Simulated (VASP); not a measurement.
# C in VASP: notebook

Runs on C. Level: LDA. Tasks: single point.

All numbers are computed with VASP 6.6.1; they aren't measurements. Logs are shortened: lines on timing, memory, paths and dates and some standing lists are left out, and cuts for length are marked.

## (1) The cell of the first run

The typed cell holds 4 atoms: a = 2.445 Å, b = 2.445 Å, c = 6.735 Å, α = 90.00°, β = 90.00°, γ = 119.97°.

## (2) Single point, LDA

The input, INCAR:

```
  PREC = Accurate
  ENCUT = 520
  EDIFF = 1E-7
  ISMEAR = 0
  SIGMA = 0.1
  LREAL = False
  LASPH = True
  NELM = 80
  ALGO = Normal
  ISIF = 2
  LWAVE = False
  LCHARG = False
  GGA = CA
  NBANDS = 16
```

The input, KPOINTS:

```
regular mesh
0
Gamma
  18 18 6
```

The input, POSCAR:

```
C
1.0
    1.2227748652     -2.1167364063      0.0000000000
    1.2227748652      2.1167364063      0.0000000000
    0.0000000000      0.0000000000      6.7353191709
C
4
Direct
    0.0833017637      0.9166982363      0.7500094854
    0.5833017637      0.4166982363      0.2499905146
    0.9166982363      0.0833017637      0.2499905146
    0.4166982363      0.5833017637      0.7500094854
```

Potentials or basis: VASP PAW LDA potentials, release 64 (C).

Started as:

```sh
$ cat potpaw_LDA.64/C/POTCAR > POTCAR
$ mpirun -np 1 vasp_std > vasp.out
```

OUTCAR:

```text
PREC = Accurate
   ENCUT = 520
   EDIFF = 1E-7
   ISMEAR = 0
   LREAL = False
   LASPH = True
   NELM = 80
   ISIF = 2
   GGA = CA

 ion  position               nearest neighbor table
   1  0.083  0.917  0.750-   4 1.41   4 1.41   4 1.41
   2  0.583  0.417  0.250-   3 1.41   3 1.41   3 1.41
   3  0.917  0.083  0.250-   2 1.41   2 1.41   2 1.41
   4  0.417  0.583  0.750-   1 1.41   1 1.41   1 1.41

  LATTYP: Found a base centered orthorhombic cell.
 ALAT       =     2.4455497304
 B/A-ratio  =     1.7310925065
 C/A-ratio  =     2.7541125364

  Lattice vectors:

 A1 = (   1.2227748652,  -2.1167364063,   0.0000000000)
 A2 = (   1.2227748652,   2.1167364063,   0.0000000000)
 A3 = (   0.0000000000,   0.0000000000,   6.7353191709)

Analysis of symmetry for initial positions (statically):
=====================================================================
 Subroutine PRICEL returns:
 Original cell was already a primitive cell.

 Routine SETGRP: Setting up the symmetry group for a
 base centered orthorhombic supercell.

 Subroutine GETGRP returns: Found  8 space group operations
 (whereof  4 operations were pure point group operations)
 out of a pool of  8 trial point group operations.

The static configuration has the point symmetry C_2h.
 The point group associated with its full space group is D_2h.

Analysis of symmetry for dynamics (positions and initial velocities):
=====================================================================
 Subroutine PRICEL returns:
 Original cell was already a primitive cell.

 Routine SETGRP: Setting up the symmetry group for a
 base centered orthorhombic supercell.

 Subroutine GETGRP returns: Found  8 space group operations
 (whereof  4 operations were pure point group operations)
 out of a pool of  8 trial point group operations.

The dynamic configuration has the point symmetry C_2h.
 The point group associated with its full space group is D_2h.

 Subroutine INISYM returns: Found  8 space group operations
 (whereof  4 operations are pure point group operations),
 and found     1 'primitive' translations

----------------------------------------------------------------------------------------

                                     Primitive cell

  volume of cell :      34.8659

  direct lattice vectors                    reciprocal lattice vectors
     1.222774865 -2.116736406  0.000000000     0.408906017 -0.236212690  0.000000000
     1.222774865  2.116736406  0.000000000     0.408906017  0.236212690  0.000000000
     0.000000000  0.000000000  6.735319171     0.000000000  0.000000000  0.148471063

  length of vectors
     2.444535004  2.444535004  6.735319171     0.472229357  0.472229357  0.148471063

  position of ions in fractional coordinates (direct lattice)
     0.083301764  0.916698236  0.750009485
     0.583301764  0.416698236  0.249990515
     0.916698236  0.083301764  0.249990515
     0.416698236  0.583301764  0.750009485

  ion indices of the primitive-cell ions
   primitive index   ion index
                 1           1
                 2           2
                 3           3
                 4           4

----------------------------------------------------------------------------------------

 KPOINTS: regular mesh

Automatic generation of k-mesh.
 Grid dimensions read from file:
 generate k-points for:   18   18    6

 Generating k-lattice:

  Cartesian coordinates                     Fractional coordinates (reciprocal lattice)
     0.022717001 -0.013122927  0.000000000     0.055555556 -0.000000000  0.000000000
     0.022717001  0.013122927  0.000000000    -0.000000000  0.055555556  0.000000000
     0.000000000  0.000000000  0.024745177     0.000000000  0.000000000  0.166666667

  Length of vectors
     0.026234964  0.026234964  0.024745177

  Shift w.r.t. Gamma in fractional coordinates (k-lattice)
     0.000000000  0.000000000  0.000000000

 Subroutine IBZKPT returns following result:
 ===========================================

 Found    364 irreducible k-points:

 Following reciprocal coordinates:
[... 46 lines left out ...]
 Fermi energy:         4.6638582637

 k-point     1 :       0.0000    0.0000    0.0000
  band No.  band energies     occupation
      1     -14.9547      2.00000
      2     -14.6459      2.00000
      3      -4.0647      2.00000
      4      -2.0574      2.00000
      5       1.6594      2.00000
      6       1.6803      2.00000
[... 8 lines left out ...]
     15      16.2669      0.00000
     16      16.4056      0.00000

 k-point     2 :       0.0556    0.0000    0.0000
  band No.  band energies     occupation
      1     -14.8804      2.00000
      2     -14.5730      2.00000
      3      -3.9731      2.00000
      4      -1.9717      2.00000
      5       1.3706      2.00000
      6       1.4002      2.00000
[... 8 lines left out ...]
     15      15.9896      0.00000
     16      16.1632      0.00000

 k-point     3 :       0.1111    0.0000    0.0000
  band No.  band energies     occupation
      1     -14.6578      2.00000
      2     -14.3547      2.00000
      3      -3.6992      2.00000
      4      -1.7161      2.00000
      5       0.5569      2.00000
      6       0.6010      2.00000
[... 8 lines left out ...]
     15      15.1994      0.00000
     16      15.4786      0.00000

 k-point     4 :       0.1667    0.0000    0.0000
  band No.  band energies     occupation
      1     -14.2879      2.00000
      2     -13.9920      2.00000
      3      -3.2455      2.00000
      4      -1.2945      2.00000
      5      -0.6178      2.00000
      6      -0.5532      2.00000
[... 8 lines left out ...]
     15      15.7194      0.00000
     16      15.7208      0.00000
[... 324 lines left out ...]
 k-point    22 :      -0.3333    0.0556    0.0000
  band No.  band energies     occupation
      1     -12.6801      2.00000
      2     -12.4149      2.00000
      3      -4.1940      2.00000
      4      -4.0755      2.00000
      5      -1.3017      2.00000
      6      -1.1409      2.00000
[... 8 lines left out ...]
     15      18.9931      0.00000
     16      19.6711      0.00000

 k-point    23 :      -0.2778    0.0556    0.0000
  band No.  band energies     occupation
      1     -13.4066      2.00000
      2     -13.1275      2.00000
      3      -2.7289      2.00000
      4      -2.6366      2.00000
      5      -2.1733      2.00000
      6      -0.6053      2.00000
[... 8 lines left out ...]
     15      17.7271      0.00000
     16      17.9507      0.00000

 k-point    24 :      -0.2222    0.0556    0.0000
  band No.  band energies     occupation
      1     -13.9930      2.00000
      2     -13.7027      2.00000
      3      -2.8856      2.00000
      4      -1.3256      2.00000
      5      -1.2613      2.00000
      6      -0.9599      2.00000
[... 8 lines left out ...]
     15      16.2258      0.00000
     16      16.3490      0.00000

 [... further k-points ...]

------------------------ aborting loop because EDIFF is reached ----------------------------------------

  FORCE on cell =-STRESS in cart. coord.  units (eV):
  Direction    XX          YY          ZZ          XY          YZ          ZX
  --------------------------------------------------------------------------------------
  -------------------------------------------------------------------------------------
  Total        0.2747846      0.2736610     -0.0372640      0.0000000      0.0000000      0.0000000
  in kB       12.6270402     12.5754057     -1.7123737      0.0000000      0.0000000      0.0000000
  external PRESSURE =       7.8300240 kB  Pullay stress =       0.0000000 kB

 VOLUME and BASIS-vectors are now :
 -----------------------------------------------------------------------------
  energy-cutoff  :      520.00
  volume of cell :       34.87
      direct lattice vectors                 reciprocal lattice vectors
     1.222774865 -2.116736406  0.000000000     0.408906017 -0.236212690  0.000000000
     1.222774865  2.116736406  0.000000000     0.408906017  0.236212690  0.000000000
     0.000000000  0.000000000  6.735319171     0.000000000  0.000000000  0.148471063

 POSITION                                       TOTAL-FORCE (eV/Angst)
 -----------------------------------------------------------------------------------
      1.22277      1.76408      5.05155         0.000000      0.000166     -0.000030
      1.22277     -0.35266      1.68377         0.000000      0.000166      0.000030
      1.22277     -1.76408      1.68377         0.000000     -0.000166      0.000030
      1.22277      0.35266      5.05155         0.000000     -0.000166     -0.000030
 -----------------------------------------------------------------------------------
    total drift:                               -0.000000     -0.000000      0.000000

  FREE ENERGIE OF THE ION-ELECTRON SYSTEM (eV)
  ---------------------------------------------------
  free  energy   TOTEN  =       -40.4406225387 eV

  energy  without entropy=      -40.4403166629  energy(sigma->0) =      -40.44046960
```

Wall time 62 s (1 thread of Intel Xeon 6975P-C (Granite Rapids), shared host); peak memory 0.23 GiB.

What came out:

```yaml
Free_energy: -40.4406 eV
Pressure: 0.8 GPa
Band_gap_on_the_k_mesh: zero (filled and empty bands touch)
```

Stress tensor (GPa, compression positive):
```
 1.26  0.00  0.00
 0.00  1.26  0.00
 0.00  0.00 -0.17
```

## (3) Single point, LDA (volume scaled by 0.98, then relaxed in part)

The input, INCAR:

```
SYSTEM = C
ALGO = Normal ; EDIFF = 1E-6
ENCUT = 520 ; GGA = CA
ISIF = 2 ; ISMEAR = -1
LASPH = .TRUE. ; LCHARG = .TRUE.
LELF = .TRUE. ; LREAL = .FALSE.
LVHAR = .TRUE. ; LWAVE = .FALSE.
NBANDS = 16 ; NELM = 80
PREC = Accurate ; SIGMA = 0.15
```

The input, KPOINTS:

```
k-points
0
G
  18 18 6
  0 0 0
```

The input, POSCAR:

```
C
1.0
    1.2222422638     -2.1154616748      0.0000000000
    1.2222422638      2.1154616748      0.0000000000
    0.0000000000      0.0000000000      6.5950612914
C
4
Direct
    0.0833099298      0.9166900702      0.7500000000
    0.5833099298      0.4166900702      0.2500000000
    0.9166900702      0.0833099298      0.2500000000
    0.4166900702      0.5833099298      0.7500000000
```

Potentials or basis: VASP PAW LDA potentials, release 64 (C).

Started as:

```sh
$ cat potpaw_LDA.64/C/POTCAR > POTCAR
$ mpirun -np 1 vasp_std > vasp.out
```

Run time: 3.5 min. Hardware: 1 thread of Intel Xeon Platinum 8259CL at 2.50GHz (Skylake/Cascade Lake), shared host; peak memory 0.23 GiB.

Results (log left out):

* Free energy: -40.4411 eV
* Pressure: 1.5 GPa
* Band gap on the k mesh: zero (filled and empty bands touch)

Stress tensor (GPa, compression positive):
```
1.93 0.00 0.00
0.00 1.92 0.00
0.00 0.00 0.51
```

Levels at points of the mesh, in eV from the Fermi level:
```
           k point  band 5  band 6  band 7  band 8  band 9  band 10  band 11  band 12
(0.00, 0.00, 0.00)   -3.03   -3.00   -2.99   -2.98    3.92     8.40     8.45     8.48
(0.50, 0.00, 0.00)   -6.45   -6.45   -2.56   -2.56    1.87     1.87     7.74     7.74
(0.50, 0.50, 0.00)   -6.50   -6.43   -3.18   -1.55    0.78     2.55     7.48     7.96
(0.00, 0.00, 0.50)   -3.00   -3.00   -3.00   -3.00    6.72     6.72     8.46     8.46
(0.50, 0.00, 0.50)   -6.45   -6.45   -2.43   -2.43    1.57     1.57     7.73     7.73
(0.50, 0.50, 0.50)   -6.47   -6.47   -2.43   -2.43    1.58     1.58     7.71     7.71
```

## (4) Single point, LDA

The input, INCAR:

```
  PREC = Accurate
  ENCUT = 520
  EDIFF = 1E-7
  ISMEAR = 0
  SIGMA = 0.1
  LREAL = False
  LASPH = True
  NELM = 80
  ALGO = Normal
  ISIF = 2
  LWAVE = False
  LCHARG = False
  GGA = CA
  NBANDS = 16
```

The input, KPOINTS:

```
regular mesh
0
Gamma
  18 18 6
```

The input, POSCAR:

```
C
1.0
    1.2227748564     -2.1167364768      0.0000000000
    1.2227748564      2.1167364768      0.0000000000
    0.0000000000      0.0000000000      6.7353214359
C
4
Direct
    0.0833017598      0.9166982402      0.7500093130
    0.5833017598      0.4166982402      0.2499906870
    0.9166982402      0.0833017598      0.2499906870
    0.4166982402      0.5833017598      0.7500093130
```

Started as:

```sh
$ cat potpaw_LDA.64/C/POTCAR > POTCAR
$ mpirun -np 1 vasp_std > vasp.out
```

Wall time 3.2 min (1 thread of Intel Xeon Platinum 8259CL at 2.50GHz (Skylake/Cascade Lake), shared host); peak memory 0.24 GiB.

The run converged. Its results:

```
Free energy            : -40.4406 eV
Pressure               : 0.8 GPa
Band gap on the k mesh : zero (filled and empty bands touch)
```

Stress tensor (GPa, compression positive):
```
 1.26  0.00  0.00
 0.00  1.26  0.00
 0.00  0.00 -0.17
```

Levels at points of the mesh, in eV from the Fermi level:
```
           k point  band 4  band 5  band 6  band 7  band 8  band 9  band 10  band 11  band 12  band 13
(0.00, 0.00, 0.00)   -6.72   -3.00   -2.98   -2.97   -2.97    3.76     8.42     8.46     8.49     8.52
(0.50, 0.00, 0.00)  -13.26   -6.43   -6.43   -2.50   -2.50    1.85     1.85     7.74     7.74    10.95
(0.50, 0.50, 0.00)  -13.18   -6.47   -6.41   -3.07   -1.62    0.88     2.50     7.52     7.93    10.91
(0.00, 0.00, 0.50)   -7.83   -2.99   -2.99   -2.98   -2.98    6.39     6.39     8.47     8.47     8.47
(0.50, 0.00, 0.50)  -13.27   -6.43   -6.43   -2.40   -2.40    1.60     1.60     7.74     7.74    12.26
(0.50, 0.50, 0.50)  -13.27   -6.44   -6.44   -2.40   -2.40    1.61     1.61     7.72     7.72    12.29
```

## (5) Single point, LDA

The input, INCAR:

```
SYSTEM = C
PREC     = Accurate       ! precision mode
ENCUT    = 520            ! plane-wave cutoff, eV
EDIFF    = 1E-6           ! SCF threshold, eV
ISMEAR   = -1             ! smearing method
SIGMA    = 0.15           ! smearing width, eV
LREAL    = .False.        ! projectors in reciprocal space
LASPH    = .True.         ! aspherical terms in the spheres
NELM     = 80             ! most SCF steps
ALGO     = Normal         ! electronic algorithm
ISIF     = 2              ! what is computed and relaxed
LWAVE    = .False.        ! write WAVECAR
LCHARG   = .True.         ! write CHGCAR
GGA      = CA             ! functional
LELF     = .True.         ! ELF
LVHAR    = .True.       
NBANDS   = 16             ! bands
```

The input, KPOINTS:

```
Automatic mesh
0
Gamma
  18 18 6
  0 0 0
```

The input, POSCAR:

```
C
1.0
    1.2228066819     -2.1167318658      0.0000000000
    1.2228066819      2.1167318658      0.0000000000
    0.0000000000      0.0000000000      6.7225117217
C
4
Direct
    0.0833124673      0.9166875327      0.7500000000
    0.5833124673      0.4166875327      0.2500000000
    0.9166875327      0.0833124673      0.2500000000
    0.4166875327      0.5833124673      0.7500000000
```

Started as:

```sh
$ cat potpaw_LDA.64/C/POTCAR > POTCAR
$ mpirun -np 1 vasp_std > vasp.out
```

Run time: 3 min. Hardware: 1 thread of Intel Xeon Platinum 8259CL at 2.50GHz (Skylake/Cascade Lake), shared host; peak memory 0.24 GiB.

It converged, with:

```yaml
Free_energy: -40.4428 eV
Pressure: 0.8 GPa
Band_gap_on_the_k_mesh: zero (filled and empty bands touch)
```

Stress tensor (GPa, compression positive):
```
 1.26  0.00  0.00
 0.00  1.25  0.00
 0.00  0.00 -0.12
```

Levels at points of the mesh, in eV from the Fermi level:
```
           k point  band 4  band 5  band 6  band 7  band 8  band 9  band 10  band 11  band 12  band 13
(0.00, 0.00, 0.00)   -6.73   -3.02   -3.00   -2.99   -2.99    3.76     8.40     8.44     8.47     8.50
(0.50, 0.00, 0.00)  -13.27   -6.45   -6.45   -2.52   -2.52    1.83     1.83     7.73     7.73    10.95
(0.50, 0.50, 0.00)  -13.20   -6.48   -6.43   -3.10   -1.63    0.85     2.48     7.50     7.92    10.90
(0.00, 0.00, 0.50)   -7.84   -3.00   -3.00   -3.00   -3.00    6.41     6.41     8.45     8.45     8.46
(0.50, 0.00, 0.50)  -13.29   -6.45   -6.45   -2.42   -2.42    1.58     1.58     7.72     7.72    12.25
(0.50, 0.50, 0.50)  -13.29   -6.46   -6.46   -2.42   -2.42    1.59     1.59     7.70     7.70    12.29
```

## (6) Single point, LDA (volume scaled by 1.02, then relaxed in part)

The input, INCAR:

```
PREC     = Accurate       # precision mode
ENCUT    = 520            # plane-wave cutoff, eV
EDIFF    = 1E-6           # SCF threshold, eV
ISMEAR   = -1             # smearing method
SIGMA    = 0.15           # smearing width, eV
LREAL    = False          # projectors in reciprocal space
LASPH    = True           # aspherical terms in the spheres
NELM     = 80             # most SCF steps
ALGO     = Normal         # electronic algorithm
ISIF     = 2              # what is computed and relaxed
LWAVE    = False          # write WAVECAR
LCHARG   = False          # write CHGCAR
NBANDS   = 16             # bands
```

The input, KPOINTS:

```
Automatic mesh
0
Gamma
  18 18 6
```

The input, POSCAR:

```
C
1.0
    1.2232301867     -2.1176858862      0.0000000000
    1.2232301867      2.1176858862      0.0000000000
    0.0000000000      0.0000000000      6.8514999488
C
4
Direct
    0.0833152949      0.9166847051      0.7500000000
    0.5833152949      0.4166847051      0.2500000000
    0.9166847051      0.0833152949      0.2500000000
    0.4166847051      0.5833152949      0.7500000000
```

Potentials or basis: VASP PAW LDA potentials, release 64 (C).

Started as:

```sh
$ cat potpaw_LDA.64/C/POTCAR > POTCAR
$ mpirun -np 1 vasp_std > vasp.out
```

Wall time 3.8 min (1 thread of Intel Xeon Platinum 8259CL at 2.50GHz (Skylake/Cascade Lake), shared host); peak memory 0.24 GiB.

It converged, with:

```
Free energy            : -40.4421 eV
Pressure               : 0.3 GPa
Band gap on the k mesh : zero (filled and empty bands touch)
```

Stress tensor (GPa, compression positive):
```
 0.78  0.00  0.00
 0.00  0.77  0.00
 0.00  0.00 -0.60
```

Levels at points of the mesh, in eV from the Fermi level:
```tsv
k point	band 5	band 6	band 7	band 8	band 9	band 10	band 11	band 12
(0.00, 0.00, 0.00)	-3.02	-3.00	-2.99	-2.99	3.61	8.40	8.43	8.46
(0.50, 0.00, 0.00)	-6.44	-6.44	-2.49	-2.49	1.80	1.80	7.71	7.71
(0.50, 0.50, 0.00)	-6.48	-6.43	-3.02	-1.71	0.92	2.42	7.52	7.88
(0.00, 0.00, 0.50)	-3.00	-3.00	-3.00	-3.00	6.11	6.11	8.44	8.44
(0.50, 0.00, 0.50)	-6.44	-6.44	-2.41	-2.41	1.59	1.59	7.71	7.71
(0.50, 0.50, 0.50)	-6.45	-6.45	-2.41	-2.41	1.60	1.60	7.69	7.69
```

## (7) The runs side by side

| cell | smearing | gap on the mesh (eV) | pressure (GPa) |
| --- | --- | --- | --- |
| a = 2.445, b = 2.445, c = 6.735 Å, angles 90.0, 90.0, 120.0°, 4 atoms | gaussian 0.1 eV | none | 0.8 |
| a = 2.443, b = 2.443, c = 6.595 Å, angles 90.0, 90.0, 120.0°, 4 atoms | fermi-dirac 0.15 eV | none | 1.5 |
| a = 2.445, b = 2.445, c = 6.723 Å, angles 90.0, 90.0, 120.0°, 4 atoms | fermi-dirac 0.15 eV | none | 0.8 |
| a = 2.446, b = 2.446, c = 6.851 Å, angles 90.0, 90.0, 120.0°, 4 atoms | fermi-dirac 0.15 eV | none | 0.3 |

Alike in all rows: task single point; level LDA; potentials or basis VASP PAW LDA potentials, release 64 (C); no spin polarisation; k mesh 18 × 18 × 6; cutoff (eV) 520.

Absolute energies hang on the potentials; compare differences alone.
